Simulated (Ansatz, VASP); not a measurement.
## I in VASP and in Ansatz

The input INCAR:

```
PREC = Accurate
ENCUT = 520
EDIFF = 1E-6
ISMEAR = -1
SIGMA = 0.05
LREAL = False
LASPH = True
NELM = 60
ALGO = Normal
ISIF = 2
LWAVE = False
LCHARG = True
GGA = PE
LELF = True
LVHAR = True
NBANDS = 10
```

KPOINTS

```
regular mesh
0
Gamma
  14 14 14
```

The input POSCAR:

```
I
1.0
    0.0000000000      2.4889090649      2.4889090649
    2.4889090649      0.0000000000      2.4889090649
    2.4889090649      2.4889090649      0.0000000000
I
1
Direct
    0.0000000000      0.0000000000      0.0000000000
```

Input for Ansatz:

```yaml
crystal:
  lattice:
    - [0.0, 2.4889090649, 2.4889090649]
    - [2.4889090649, 0.0, 2.4889090649]
    - [2.4889090649, 2.4889090649, 0.0]
  atoms:
    - { symbol: I, position: [0.0, 0.0, 0.0] }
kpoints:
  mp_grid: { grid: [14, 14, 14] }
scf:
  occupations: { method: fermi_dirac, width: 0.05 }
hamiltonian:
  xc: pbe
  pseudopotentials: { kind: paw }
output:
  forces: true
  stress: true
  eigenvalues: true
  populations: true
```

Change from the starting cell: volume scaled by 0.88, PAW files.

Alike in both runs: task single point; functional PBE; k mesh 14 × 14 × 14; occupations fermi-dirac, width 0.05 eV; no spin polarisation.

|  | VASP | Ansatz |
| --- | --- | --- |
| version | VASP 6.6.1 | Ansatz 0.2.0 |
| potentials or method | VASP PAW PBE potentials, release 64 (I) | PAW with Ansatz's default frozen-core files, scalar-relativistic |
| plane-wave cutoff (eV) | 520 | 420 |
| valence electrons in the cell | 7 | 17 |

```tsv
	VASP	Ansatz	Ansatz less VASP
pressure (GPa)	4.2	4.3	+0.07
```

VASP's potentials hold 7 valence electrons a cell and Ansatz's 17, so a difference there can come from the potentials and not from the codes.

Spin-orbit coupling is off throughout.
